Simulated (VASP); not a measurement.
Wanted: the native input for a VASP 6.6.1 run.

| Property | Result |
| --- | --- |
| Task | single point |
| Functional | PBEsol |
| Potentials or basis | VASP PAW PBE potentials, release 64 (W_sv, C) |
| Cutoff | 520 eV |
| k mesh | 18 × 18 × 18 |
| Occupations | gaussian, width 0.15 eV |
| Spin | no spin polarisation |
| Dipole correction | no |
| Further INCAR settings | ALGO = Normal; EDIFF = 1e-07; NBANDS = 16 |

The structure of WC lies in POSCAR:

```
WC
1.0
    0.0000000000      2.0172692800      2.1926840000
    2.0172692800      0.0000000000      2.1926840000
    2.0172692800      2.0172692800      0.0000000000
W C
1 1
Direct
    0.0000000000      0.0000000000      0.0000000000
    0.5000000000      0.5000000000      0.5000000000
```

This cell differs from its parent crystal: strain -0.080 along x and y, +0.000 along z.

The input as run:

INCAR

```
ALGO = Normal
EDIFF = 1E-7
ENCUT = 520
GGA = PS
ISIF = 2
ISMEAR = 0
LASPH = True
LCHARG = True
LELF = True
LREAL = False
LVHAR = True
LWAVE = False
NBANDS = 16
NELM = 60
PREC = Accurate
SIGMA = 0.15
```

KPOINTS

```
k-points
0
Gamma
  18 18 18
```

Potentials or basis: VASP PAW PBE potentials, release 64 (W_sv, C).

Command:

```bash
$ cat potpaw_PBE.64/W_sv/POTCAR potpaw_PBE.64/C/POTCAR > POTCAR
$ mpirun -np 1 vasp_std > vasp.out
```

Results of the run:

| Property | Result |
| --- | --- |
| Pressure | 83.1 GPa |
| Band gap on the k mesh | zero (bands 9 and 10 overlap by 3.60 eV) |

Caveat: the cell differs from its parent crystal (strain -0.080 along x and y, +0.000 along z); the cell stands under pressure; the PAW data sets were made with another functional, which shifts forces and pressure a little; spin-orbit coupling is left out, which moves the levels of the heavy elements.

Wall time 3.5 min on 1 thread of Intel Xeon 8259CL, with other jobs on the host, peak memory 0.26 GiB.
